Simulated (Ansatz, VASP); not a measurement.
## One calculation of BN, two programs

INCAR

```
PREC     = Accurate       # precision mode
ENCUT    = 520            # plane-wave cutoff, eV
EDIFF    = 1E-8           # SCF threshold, eV
ISMEAR   = -1             # smearing method
SIGMA    = 0.02           # smearing width, eV
LREAL    = F              # projectors in reciprocal space
LASPH    = T              # aspherical terms in the spheres
NELM     = 80             # most SCF steps
ALGO     = Normal         # electronic algorithm
ISIF     = 2              # what is computed and relaxed
LWAVE    = F              # write WAVECAR
LCHARG   = F              # write CHGCAR
GGA      = PS             # functional
LEFG     = T            
NBANDS   = 16             # bands
```

KPOINTS

```
regular mesh
0
Gamma
  11 11 4
```

POSCAR

```
BN
1.0
    2.5531020489      0.0000000000      0.0000000000
   -1.2765510245      2.2110512328      0.0000000000
    0.0000000000      0.0000000000      6.7918449327
B N
2 2
Direct
    0.3333333333      0.6666666667      0.2500000000
    0.6666666667      0.3333333333      0.7500000000
    0.3333333333      0.6666666667      0.7500000000
    0.6666666667      0.3333333333      0.2500000000
```

Input for Ansatz:

```yaml
crystal:
  lattice:
    - [2.5531020489, 0.0, 0.0]
    - [-1.2765510245, 2.2110512328, 0.0]
    - [0.0, 0.0, 6.7918449327]
  atoms:
    - { symbol: B, position: [0.3333333333, 0.6666666667, 0.25] }
    - { symbol: B, position: [0.6666666667, 0.3333333333, 0.75] }
    - { symbol: "N", position: [0.3333333333, 0.6666666667, 0.75] }
    - { symbol: "N", position: [0.6666666667, 0.3333333333, 0.25] }
kpoints:
  mp_grid: { grid: [11, 11, 4] }
scf:
  occupations: { method: fermi_dirac, width: 0.02 }
hamiltonian:
  xc: pbesol
  pseudopotentials: { kind: all_electron, datasets: crystal }
output:
  forces: true
  stress: true
  eigenvalues: true
  efg: { contact_densities: true }
```

Change from the starting cell: volume scaled by 1.06, crystal datasets.

Alike in both runs: task electric field gradients; functional PBEsol; k mesh 11 × 11 × 4; occupations fermi-dirac, width 0.02 eV; no spin polarisation.

|  | VASP | Ansatz |
| --- | --- | --- |
| version | VASP 6.6.1 | Ansatz 0.2.0 |
| potentials or method | VASP PAW PBE potentials, release 64 (B, N), cutoff 520 eV | all-electron PAW with datasets made for the crystal, scalar-relativistic |

Ansatz gave:

* gap on the k mesh at the Fermi level (eV): 4.16
* pressure (GPa): -12.4
* traceless stress, the component that is largest in VASP (GPa): 12.75
* size of Vzz on the site where it differs most (V/Å²): 27.6

Q: Estimate VASP's values.

A: gap on the k mesh at the Fermi level (eV): 4.16; pressure (GPa): -12.1; traceless stress, the component that is largest in VASP (GPa): 12.32; size of Vzz on the site where it differs most (V/Å²): 33.3.

VASP's potentials were made for PBE, not for PBEsol. Ansatz ran all-electron here, and VASP with PAW potentials.
